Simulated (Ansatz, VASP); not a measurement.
## LaAl5Cl in VASP and in Ansatz

```xyz
7
Lattice="4.3581 0.0000 0.0000 0.0000 4.3581 0.0000 0.0000 0.0000 7.0658" Properties=species:S:1:pos:R:3 pbc="T T T"
La    0.0000    0.0000    0.0000
Al    0.0000    2.1791    2.1651
Al    0.0000    2.1791    4.9007
Al    2.1791    0.0000    2.1651
Al    2.1791    0.0000    4.9007
Al    2.1791    2.1791    0.0000
Cl    0.0000    0.0000    3.5329
```

Change from the starting cell: species swapped into the PrIn5Rh type (P4/mmm, No. 123).

Alike in both runs: task relaxation of cell and atoms; functional PBE; k mesh 4 × 4 × 4; occupations gaussian, width 0.1 eV; no spin polarisation.

```csv
,VASP,Ansatz
version,VASP 6.6.1,Ansatz 0.2.0
potentials or method,"VASP PAW PBE potentials, release 64 (La, Al, Cl), cutoff 600 eV","scalar-relativistic, plane waves, PAW"
valence electrons in the cell,33,33
```

|  | VASP | Ansatz | Ansatz less VASP |
| --- | --- | --- | --- |
| gap on the k mesh at the Fermi level, each at its own relaxed structure (eV) | none | none | - |
| relaxed volume (Å³/atom) | 23.01 | 22.89 | -0.118 |
| relaxed length of the cell vector where the two differ most in proportion (Å) | 6.381 | 6.425 | +0.0439 |

A gap of «none» marks a metal or a gap that the smearing closes.

The k mesh is coarse, so the values compare programs but aren't converged. Spin-orbit coupling is off throughout. Noted on VASP's run: the volume moved by over 15 % at a fixed basis, so the end points are rough.
